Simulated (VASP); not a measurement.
# ZnO (P6_3mc) in VASP: notebook

ZnO is run at these levels: r2SCAN; tasks: single point.

Program: VASP 6.6.1. These are calculated values, not measurements. Logs are shortened: lines on timing, memory, paths and dates and some standing lists are left out, and cuts for length are marked.

**1. The cell of the first run**

It takes space group P6_3mc (No. 186, hexagonal). The conventional cell has a = 3.268 Å, b = 3.268 Å, c = 5.180 Å, α = 90.00°, β = 90.00°, γ = 120.00°. Zn (site symmetry 3m) has 4 O at 1.97 to 1.99 Å within 2.6 Å. O (site symmetry 3m) has 4 Zn at 1.97 to 1.99 Å within 2.6 Å.

**2. Single point, r2SCAN (in-plane strain +0.01)**

Contents of POSCAR:

```
ZnO
1.0
    3.2675474112      0.0000000000      0.0000000000
   -1.6337737056      2.8297790662      0.0000000000
    0.0000000000      0.0000000000      5.1801574040
Zn O
2 2
Direct
    0.3333333333      0.6666666667      0.4996928418
    0.6666666667      0.3333333333     -0.0003071582
    0.6666666667      0.3333333333      0.3793171582
    0.3333333333      0.6666666667      0.8793171582
```

Contents of INCAR.step1:

```
SYSTEM = ZnO
PREC = Accurate
ENCUT = 520
ISMEAR = 0
SIGMA = 0.01
LREAL = .FALSE.
LASPH = .TRUE.
NELM = 60
NBANDS = 26
GGA = PE
ALGO = Normal
EDIFF = 1E-4
LWAVE = .TRUE.
LCHARG = .FALSE.
```

Contents of INCAR.step2:

```
SYSTEM = ZnO
PREC = Accurate
ENCUT = 520
EDIFF = 1E-7
ISMEAR = 0
SIGMA = 0.01
LREAL = .FALSE.
LASPH = .TRUE.
NELM = 60
ALGO = Normal
ISIF = 2
LWAVE = .FALSE.
LCHARG = .FALSE.
METAGGA = R2SCAN
LMIXTAU = .TRUE.
NBANDS = 26
ISTART = 1
```

Contents of KPOINTS:

```
Automatic mesh
0
G
  8 8 4
  0 0 0
```

Potentials or basis: VASP PAW PBE potentials, release 64 (Zn, O).

On the command line:

```console
$ cat potpaw_PBE.64/Zn/POTCAR potpaw_PBE.64/O/POTCAR > POTCAR
$ cp INCAR.step1 INCAR
$ mpirun -np 1 vasp_std > vasp.out
$ cp INCAR.step2 INCAR
$ mpirun -np 1 vasp_std > vasp.out
```

OUTCAR:

```text
SYSTEM = ZnO
   PREC = Accurate
   ENCUT = 520
   EDIFF = 1E-7
   ISMEAR = 0
   LREAL = .FALSE.
   LASPH = .TRUE.
   NELM = 60
   ISIF = 2
   METAGGA = R2SCAN
   ISTART = 1

 ion  position               nearest neighbor table
   1  0.333  0.667  0.500-   4 1.97   3 1.99   3 1.99   3 1.99
   2  0.667  0.333  1.000-   3 1.97   4 1.99   4 1.99   4 1.99
   3  0.667  0.333  0.379-   2 1.97   1 1.99   1 1.99   1 1.99
   4  0.333  0.667  0.879-   1 1.97   2 1.99   2 1.99   2 1.99

  LATTYP: Found a hexagonal cell.
 ALAT       =     3.2675474112
 C/A-ratio  =     1.5853350394

  Lattice vectors:

 A1 = (   3.2675474112,   0.0000000000,   0.0000000000)
 A2 = (  -1.6337737056,   2.8297790662,   0.0000000000)
 A3 = (   0.0000000000,   0.0000000000,   5.1801574040)

Analysis of symmetry for initial positions (statically):
=====================================================================
 Subroutine PRICEL returns:
 Original cell was already a primitive cell.

 Routine SETGRP: Setting up the symmetry group for a
 hexagonal supercell.

 Subroutine GETGRP returns: Found 12 space group operations
 (whereof  6 operations were pure point group operations)
 out of a pool of 24 trial point group operations.

The static configuration has the point symmetry C_3v.
 The point group associated with its full space group is C_6v.

Analysis of symmetry for dynamics (positions and initial velocities):
=====================================================================
 Subroutine PRICEL returns:
 Original cell was already a primitive cell.

 Routine SETGRP: Setting up the symmetry group for a
 hexagonal supercell.

 Subroutine GETGRP returns: Found 12 space group operations
 (whereof  6 operations were pure point group operations)
 out of a pool of 24 trial point group operations.

The dynamic configuration has the point symmetry C_3v.
 The point group associated with its full space group is C_6v.

 Subroutine INISYM returns: Found 12 space group operations
 (whereof  6 operations are pure point group operations),
 and found     1 'primitive' translations

----------------------------------------------------------------------------------------

                                     Primitive cell

  volume of cell :      47.8980

[... 84 lines left out ...]
   ISTART =      1    job   : 0-new  1-cont  2-samecut
   ICHARG =      0    charge: 1-file 2-atom 10-const
   ISPIN  =      1    spin polarized calculation?
   LNONCOLLINEAR =      F non collinear calculations
   LSORBIT =      F    spin-orbit coupling
   LASPH  =      T    aspherical Exc in radial PAW
   ENCUT  =  520.0 eV  38.22 Ry    6.18 a.u.   6.08  6.08  9.63*2*pi/ulx,y,z
   NELM   =     60;   NELMIN=  2; NELMDL=  0     # of ELM steps
   EDIFF  = 0.1E-06   stopping-criterion for ELM
   LREAL  =      F    real-space projection
   EDIFFG = 0.1E-05   stopping-criterion for IOM
   NSW    =      0    number of steps for IOM
   IBRION =     -1    ionic relax: 0-MD 1-quasi-New 2-CG
   NFREE  =      0    steps in history (QN), initial steepest desc. (CG)
   ISIF   =      2    stress and relaxation
   ISYM   =      2    0-nonsym 1-usesym 2-fastsym
   POTIM  = 0.5000    time-step for ionic-motion
   TEBEG  =    0.0;   TEEND  =   0.0 temperature during run
   PSTRESS=    0.0 pullay stress
   NELECT =      36.0000    total number of electrons
   NUPDOWN=      -1.0000    fix difference up-down
   EMIN   =  10.00;   EMAX   =-10.00  energy-range for DOS
   EFERMI =   0.00;   METHOD = LEGACY
   ISMEAR =     0;   SIGMA  =   0.01  broadening in eV -4-tet -1-fermi 0-gaus
   EFERMI_NEDOS =   21; number of points for ismear=-14 and -15
   IALGO  =     38    algorithm
   IMIX   =      4    mixing-type and parameters
     AMIX     =   0.40;   BMIX     =  1.00
     AMIX_MAG =   1.60;   BMIX_MAG =  1.00
  volume/ion in A,a.u.               =      11.97        80.81
  Fermi-wavevector in a.u.,A,eV,Ry     =   1.488458  2.812777 30.143799  2.215507
  Thomas-Fermi vector in A             =   2.601490
   LORBIT       =      0    0 simple, 1 ext, 2 COOP (PROOUT), +10 PAW based schemes
   METAGGA = R2SCAN    functional components
   LHFCALC =     F    Hartree Fock is set to
   AEXX    =    0.0000 exact exchange contribution
   IVDW    =     0    specifies the selected vdW correction
   LEPSILON=     F    determine dielectric tensor
   LRPA    =     F    only Hartree local field effects (RPA)
 non-spin polarized calculation
 Gauss-broadening in eV      SIGMA  =   0.01
  energy-cutoff  :      520.00
  volume of cell :       47.90
 maximum number of plane-waves:      1306
   NGX = 13   NGY = 13   NGZ = 19

 number of electron      36.0000007 magnetization

 Free energy of the ion-electron system (eV)
  ---------------------------------------------------
  ext. energy  EPLUGINS =         0.00000000
  ---------------------------------------------------
  free energy    TOTEN  =       -36.31056182 eV

  energy without entropy =      -36.31056182  energy(sigma->0) =      -36.31056182

 E-fermi :   0.8580     XC(G=0): -11.6247

 val. band max:        0.7750776400   @ k =   0.0000   0.0000   0.0000
 cond. band min:       2.0095982325   @ k =   0.0000   0.0000   0.0000
 fundamental gap:      1.2345205926
 Fermi energy:         0.8579932444

 k-point     1 :       0.0000    0.0000    0.0000
  band No.  band energies     occupation
      1     -18.2391      2.00000
      2     -17.5392      2.00000
      3      -4.9872      2.00000
      4      -4.9872      2.00000
      5      -4.9413      2.00000
      6      -4.8171      2.00000
[... 685 lines left out ...]
     25      15.1881      0.00000
     26      15.1881      0.00000

 [... further k-points ...]
[... 5 lines left out ...]
  --------------------------------------------------------------------------------------
  -------------------------------------------------------------------------------------
  Total       -0.6928261     -0.6928261      0.4926207      0.0000000      0.0000000      0.0000000
  in kB      -23.1748782    -23.1748782     16.4780526      0.0000000      0.0000000      0.0000000
  external PRESSURE =      -9.9572346 kB  Pullay stress =       0.0000000 kB

 VOLUME and BASIS-vectors are now :
 -----------------------------------------------------------------------------
  energy-cutoff  :      520.00
  volume of cell :       47.90
      direct lattice vectors                 reciprocal lattice vectors
     3.267547411  0.000000000  0.000000000     0.306039936  0.176692239  0.000000000
    -1.633773706  2.829779066  0.000000000     0.000000000  0.353384479  0.000000000
     0.000000000  0.000000000  5.180157404     0.000000000  0.000000000  0.193044327

 POSITION                                       TOTAL-FORCE (eV/Angst)
 -----------------------------------------------------------------------------------
     -0.00000      1.88652      2.58849         0.000000      0.000000     -0.160873
      1.63377      0.94326      5.17857         0.000000      0.000000     -0.160873
      1.63377      0.94326      1.96492        -0.000000      0.000000      0.160873
     -0.00000      1.88652      4.55500         0.000000      0.000000      0.160873
 -----------------------------------------------------------------------------------
    total drift:                                0.000000     -0.000000     -0.084096

  FREE ENERGIE OF THE ION-ELECTRON SYSTEM (eV)
  ---------------------------------------------------
  free  energy   TOTEN  =       -36.3105618163 eV

  energy  without entropy=      -36.3105618163  energy(sigma->0) =      -36.31056182
```

OUTCAR.step1:

```text
SYSTEM = ZnO
   PREC = Accurate
   ENCUT = 520
   ISMEAR = 0
   LREAL = .FALSE.
   LASPH = .TRUE.
   NELM = 60
[... 926 lines left out ...]
      1.63377      0.94326      5.17857         0.000000      0.000000     -0.155292
      1.63377      0.94326      1.96492        -0.000000      0.000000      0.155292
     -0.00000      1.88652      4.55500         0.000000     -0.000000      0.155292
 -----------------------------------------------------------------------------------
    total drift:                               -0.000000     -0.000001     -0.001482

  FREE ENERGIE OF THE ION-ELECTRON SYSTEM (eV)
  ---------------------------------------------------
  free  energy   TOTEN  =       -17.8270692794 eV

  energy  without entropy=      -17.8270692794  energy(sigma->0) =      -17.82706928
```

OSZICAR.step1:

```text
N       E                     dE             d eps       ncg     rms          rms(c)
DAV:   1     0.291999068989E+03    0.29200E+03   -0.18253E+04  1616   0.201E+03
DAV:   2     0.958616780030E+01   -0.28241E+03   -0.26621E+03  1650   0.410E+02
DAV:   3    -0.204892705634E+02   -0.30075E+02   -0.29700E+02  1728   0.137E+02
DAV:   4    -0.210671913326E+02   -0.57792E+00   -0.57675E+00  1710   0.192E+01
DAV:   5    -0.210700455737E+02   -0.28542E-02   -0.28541E-02  1656   0.142E+00    0.146E+01
DAV:   6    -0.176514549092E+02    0.34186E+01   -0.65689E+00  2420   0.616E+01    0.891E+00
DAV:   7    -0.178658398682E+02   -0.21438E+00   -0.29874E+00  1618   0.170E+01    0.535E+00
DAV:   8    -0.178770560984E+02   -0.11216E-01   -0.51282E-01  2292   0.771E+00    0.165E+00
DAV:   9    -0.178241809515E+02    0.52875E-01   -0.10874E-01  2276   0.655E+00    0.294E-01
DAV:  10    -0.178269927496E+02   -0.28118E-02   -0.37921E-02  1588   0.134E+00    0.131E-01
DAV:  11    -0.178270692794E+02   -0.76530E-04   -0.54663E-04  1688   0.272E-01
   1 F= -.17827069E+02 E0= -.17827069E+02  d E =-.126681E-41
```

It took 86 s on 1 thread of Intel Xeon 6975P-C, shared host; peak memory 0.18 GiB.

Results:

* Free energy: -36.3106 eV
* Pressure: -1.0 GPa
* Largest force: 0.161 eV/Å
* Band gap on the k mesh: 1.23 eV, direct

Forces on the atoms (eV/Å):
```
Zn   0.000  0.000 -0.161
Zn   0.000  0.000 -0.161
O    0.000  0.000  0.161
O    0.000  0.000  0.161
```

Levels at points of the mesh, in eV from the valence-band top:
```csv
k point,band 15,band 16,band 17,band 18,band 19,band 20,band 21,band 22
"(0.00, 0.00, 0.00)",-0.84,-0.05,0.00,0.00,1.23,5.78,8.94,13.52
"(0.50, 0.00, 0.00)",-2.82,-2.33,-1.26,-0.82,6.36,7.32,8.18,9.15
"(0.00, 0.00, 0.50)",-0.41,-0.41,-0.41,-0.41,3.93,3.93,10.91,10.91
"(0.50, 0.00, 0.50)",-1.53,-1.53,-1.32,-1.32,6.26,6.26,9.09,9.09
```

Caveat: the cell differs from its parent crystal (in-plane strain +0.01); the PAW data sets were made with another functional, which shifts forces and pressure a little.

(Continued in part 2 of 2.)
